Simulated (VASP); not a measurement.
A run of VASP 6.6.1 is set up as follows.

File INCAR:

```
SYSTEM = Mg16HO16
PREC = Accurate
ENCUT = 520
EDIFF = 1E-6
ISMEAR = -1
SIGMA = 0.01
LREAL = Auto
LASPH = .True.
NELM = 120
ALGO = Normal
ISIF = 2
LWAVE = .False.
LCHARG = .True.
GGA = PE
LELF = .True.
LVHAR = .True.
NELECT = 128.0
NBANDS = 86
GGA_COMPAT = .False.
```

Contents of KPOINTS:

```
Automatic mesh
0
Gamma
  1 1 1
  0 0 0
```

POSCAR

```
Mg16HO16
1.0
   -4.2543812300      4.2543812300      4.2543812300
    4.2543812300     -4.2543812300      4.2543812300
    4.2543812300      4.2543812300     -4.2543812300
Mg O H
16 16 1
Direct
    0.0101785660      0.0278884269      0.0270094507
   -0.0026216503      0.2490001349      0.7496859890
   -0.0045655288      0.4939844096      0.4931350499
   -0.0026289369      0.7505320580      0.2481340865
    0.2519837650      0.0070830512      0.7496824632
    0.2470018419      0.2521602889      0.5028627865
    0.2470148873      0.5037191977      0.2513112818
    0.2519895238      0.7505333508      0.0062287554
    0.4938192857     -0.0026612566      0.4981179131
    0.4989129759      0.2520794311      0.2512233724
    0.4938299805      0.4989858419     -0.0034876987
    0.4990100523      0.7505368765      0.7496836385
    0.7453855986      0.0020871425      0.2480635709
    0.7453796048      0.2489074069      0.0012438942
    0.7328068011      0.4731334338      0.7496687127
    0.7328702651      0.7505443982      0.4724055959
   -0.0045851556     -0.0005897450      0.4977696839
   -0.0021699983      0.2551285231      0.2542771655
   -0.0045813948      0.4986215116     -0.0014434532
   -0.0024722749      0.7505301776      0.7496745890
    0.2473253907      0.0024475945      0.2504649777
    0.2473259784      0.2513217416      0.0015878925
    0.2457370281      0.5020730124      0.7496871643
    0.2457271560      0.7505322930      0.5012182465
    0.4942021851     -0.0009995578     -0.0018503278
    0.4932236644      0.2459278902      0.7496846962
    0.5063439037      0.5050383085      0.5041989385
    0.4932573943      0.7505334683      0.2450985099
    0.7518284862     -0.0039601529      0.7496871643
    0.7465385278      0.2497479522      0.5008071409
    0.7465388803      0.5016634346      0.2488950667
    0.7518469378      0.7505245363     -0.0048662776
    0.8641731432      0.7504462641      0.7497935252
```

Potentials or basis: VASP PAW PBE potentials, release 64 (Mg, O, H).

Run with:

```console
$ cat potpaw_PBE.64/Mg/POTCAR potpaw_PBE.64/O/POTCAR potpaw_PBE.64/H/POTCAR > POTCAR
$ mpirun -np 1 vasp_gam > vasp.out
```

(1) Estimate the largest force.

Answers

(1) 0.118 eV/Å.

Caveat: the k points lie up to 1.04 Å⁻¹ apart, too coarse for converged energies, forces and pressures; the cell carries a net charge on a neutralising background, which shifts energy and pressure.
